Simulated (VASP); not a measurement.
AlNi3:

```
Al Ni
1.0
     0.00000    2.71758    2.71758
     2.71758    0.00000    2.71758
     2.71758    2.71758    0.00000
Al Ni
1 3
Cartesian
  2.7176 2.7176 2.7176
  1.3588 1.3588 1.3588
  0.0000 0.0000 0.0000
  4.0764 4.0764 4.0764
```

Base run:

```yaml
Program: VASP 6.6.1
Functional: PBE
Potentials_or_basis: VASP PAW PBE potentials, release 64 (Al, Ni)
Cutoff: 520 eV
k_mesh: 14 × 14 × 14
Occupations: gaussian, width 0.15 eV
Spin: collinear spin, ferromagnetic start
Starting_moments: "[0.0, 0.375, 0.375, 0.375] μB"
Fixed_moment: 1.125 μB
```

Its results: pressure 32.1 GPa; site moments Al +0.01; Ni +0.32, +0.44 (each value once) μB.

Task: The run is repeated on the same cell with these changes: fixed moment from 1.125 μB to 1.875 μB; moments at the start from [0.0, 0.38, 0.38, 0.38] to [0.0, 0.62, 0.62, 0.62]. What comes out?

Result: Pressure 34.3 GPa; site moments Al +0.02; Ni +0.55, +0.68 (each value once) μB.

Caveats: the cell stands under pressure; the total moment is fixed, so each spin has its own Fermi level and the state may be an excited one.
